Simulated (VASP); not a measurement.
CdS: single point with PBE

CdS:

```
Cd S
1.0
     0.00000    2.61558    2.68441
     2.61558    0.00000    2.68441
     2.61558    2.61558    0.00000
Cd S
1 1
Direct
  0.00000 0.00000 0.00000
  0.50000 0.50000 0.50000
```

This cell differs from its parent crystal: strain -0.050 along x and y, -0.025 along z.

- Program: VASP 6.6.1
- Task: single point
- Functional: PBE
- Potentials or basis: VASP PAW PBE potentials, release 64 (Cd, S)
- Cutoff: 520 eV
- k mesh: 10 × 10 × 10
- Occupations: gaussian, width 0.03 eV
- Spin: no spin polarisation
- Dipole correction: no
- Further INCAR settings: ALGO = Normal; EDIFF = 1e-07; NBANDS = 16

```yaml
Pressure: 12.5 GPa
Band_gap_on_the_k_mesh: 0.09 eV, indirect (least direct gap 2.35 eV)
```

Stress tensor (GPa, compression positive):
```
13.78  0.00  0.00
 0.00 13.78  0.00
 0.00  0.00  9.93
```

Levels at points of the mesh, in eV from the valence-band top:
```csv
k point,band 5,band 6,band 7,band 8,band 9,band 10,band 11,band 12,band 13,band 14
"(0.00, 0.00, 0.00)",-7.98,-7.98,-1.14,-1.14,-1.00,1.35,9.07,9.20,9.20,11.16
"(0.50, 0.00, 0.00)",-7.72,-7.71,-5.46,-0.17,0.00,3.29,5.59,5.86,7.70,12.65
"(0.50, 0.50, 0.00)",-7.63,-6.76,-5.12,-2.64,-2.64,0.25,5.88,10.35,12.14,12.14
"(0.50, 0.00, 0.50)",-7.62,-6.67,-5.12,-2.87,-2.61,0.09,5.72,10.58,11.63,12.32
```

Wall time 42 s on 1 thread of Intel(R) Xeon(R) Platinum 8488C (Sapphire Rapids), on a shared host, peak memory 0.19 GiB.

Caveat: the cell differs from its parent crystal (strain -0.050 along x and y, -0.025 along z). A k mesh can miss the band edges.
